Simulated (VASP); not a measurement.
Set up this calculation in VASP 6.6.1, as the native input.

* Task: single point
* Functional: PBE
* Potentials or basis: VASP PAW PBE potentials, release 64 (Zn, O)
* Cutoff: 520 eV
* k mesh: 11 × 11 × 6
* Occupations: fermi-dirac, width 0.08 eV
* Spin: no spin polarisation
* Dipole correction: no
* Further INCAR settings: ALGO = Normal; EDIFF = 1e-06; NBANDS = 26

The structure of ZnO (NiAs type) lies in POSCAR:

```
ZnO
1.0
    2.9433246558      0.0000000000      0.0000000000
   -1.4716623279      2.5489939236      0.0000000000
    0.0000000000      0.0000000000      5.0924583606
Zn O
2 2
Direct
    0.0000000000      0.0000000000      0.0000000000
    0.0000000000      0.0000000000      0.5000000000
    0.3333333333      0.6666666667      0.2500000000
    0.6666666667      0.3333333333      0.7500000000
```

The input as run:

INCAR

```
ALGO     = Normal         # electronic algorithm
EDIFF    = 1E-6           # SCF threshold, eV
ENCUT    = 520            # plane-wave cutoff, eV
GGA      = PE             # functional
ISIF     = 2              # what is computed and relaxed
ISMEAR   = -1             # smearing method
LASPH    = True           # aspherical terms in the spheres
LCHARG   = True           # write CHGCAR
LELF     = True           # ELF
LREAL    = False          # projectors in reciprocal space
LVHAR    = True         
LWAVE    = False          # write WAVECAR
NBANDS   = 26             # bands
NELM     = 60             # most SCF steps
PREC     = Accurate       # precision mode
SIGMA    = 0.08           # smearing width, eV
```

KPOINTS

```
k-points
0
Gamma
  11 11 6
```

Potentials or basis: VASP PAW PBE potentials, release 64 (Zn, O).

The run is started by

```bash
$ cat potpaw_PBE.64/Zn/POTCAR potpaw_PBE.64/O/POTCAR > POTCAR
$ mpirun -np 1 vasp_std > vasp.out
```

It gave:

| Property | Result |
| --- | --- |
| Pressure | 15.1 GPa |
| Band gap on the k mesh | 0.86 eV |

Caveat: the cell stands under pressure.

Wall time 100 s on 1 thread of Intel Xeon 8259CL, on a shared host, peak memory 0.19 GiB.
